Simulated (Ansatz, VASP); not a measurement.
BiTe in VASP and in Ansatz

```
CELL_PARAMETERS angstrom
0.00000 3.23500 3.23500
3.23500 0.00000 3.23500
3.23500 3.23500 0.00000
ATOMIC_POSITIONS crystal
Bi 0.00000 0.00000 0.00000
Te 0.50000 0.50000 0.50000
```

Alike in both runs: task single point; functional PBE; k mesh 12 × 12 × 12; occupations gaussian, width 0.1 eV; no spin polarisation.

|  | VASP | Ansatz |
| --- | --- | --- |
| version | VASP 6.6.1 | Ansatz 0.2.0 |
| potentials or method | VASP PAW PBE potentials, release 64 (Bi_d, Te), cutoff 520 eV | scalar-relativistic, plane waves, PAW |
| valence electrons in the cell | 21 | 31 |

```tsv
	VASP	Ansatz	Ansatz less VASP
gap on the k mesh at the Fermi level (eV)	none	none	-
pressure (GPa)	0.7	0.7	+0.05
```

A gap of «none» marks a metal or a gap that the smearing closes. The functional is the same, so the differences come from potentials, cutoffs and numerics. VASP's potentials hold 21 valence electrons a cell and Ansatz's 31, so a difference there can come from the potentials and not from the codes.

Neither program's run includes spin-orbit coupling.
